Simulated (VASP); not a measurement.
Here is a VASP 6.6.1 calculation.

The input INCAR:

```
SYSTEM = Ta12F
PREC     = Accurate       ! precision mode
ENCUT    = 520            ! plane-wave cutoff, eV
EDIFF    = 1E-6           ! SCF threshold, eV
ISMEAR   = 0              ! smearing method
SIGMA    = 0.1            ! smearing width, eV
LREAL    = .FALSE.        ! projectors in reciprocal space
LASPH    = .TRUE.         ! aspherical terms in the spheres
NELM     = 200            ! most SCF steps
ALGO     = Normal         ! electronic algorithm
ISIF     = 2              ! what is computed and relaxed
LWAVE    = .FALSE.        ! write WAVECAR
LCHARG   = .TRUE.         ! write CHGCAR
ISPIN    = 2              ! spin polarisation
MAGMOM   = 0 0 0 0 0 0 0 0 0 0 0 0 1 ! initial moments
LORBIT   = 11             ! projections on sites
LMAXMIX  = 4              ! l up to which the mixer works
LDIPOL   = .TRUE.       
IDIPOL   = 3            
DIPOL    = 0.5 0.5 0.308
LVHAR    = .TRUE.       
LVACPOTAV= .TRUE.       
NBANDS   = 86             ! bands
GGA_COMPAT= .FALSE.      
NELMDL   = -8           
KPAR     = 4
```

The input KPOINTS:

```
Automatic mesh
0
G
  5 5 1
  0 0 0
```

POSCAR

```
Ta12F
1.0
    5.6341016702      0.0000000000      0.0000000000
   -1.8780338901      5.3118819959      0.0000000000
    0.0000000000      0.0000000000     21.4444204585
Ta F
12 1
Direct
    0.2500000000      0.2500000000      0.1865287060
    0.2500000000      0.7500000000      0.1865287060
    0.7500000000      0.2500000000      0.1865287060
    0.7500000000      0.7500000000      0.1865287060
    0.0000000000      0.0000000000      0.2901575821
    0.0000000000      0.5000000000      0.2901575821
    0.5000000000      0.0000000000      0.2901575821
    0.5000000000      0.5000000000      0.2901575821
    0.2500000000      0.2500000000      0.3937817054
    0.2500000000      0.7500000000      0.3937817054
    0.7500000000      0.2500000000      0.3937817054
    0.7500000000      0.7500000000      0.3937817054
    0.4166666667      0.4166666667      0.5257507649
```

Potentials or basis: VASP PAW LDA potentials, release 64 (Ta_pv, F).

Run with:

```sh
$ cat potpaw_LDA.64/Ta_pv/POTCAR potpaw_LDA.64/F/POTCAR > POTCAR
$ mpirun -np 4 vasp_std > vasp.out
```

(1) What does it give for the largest force?

(2) Predict the net moment.

## Answers

(1) 2.553 eV/Å.

(2) 0.00 μB per cell.
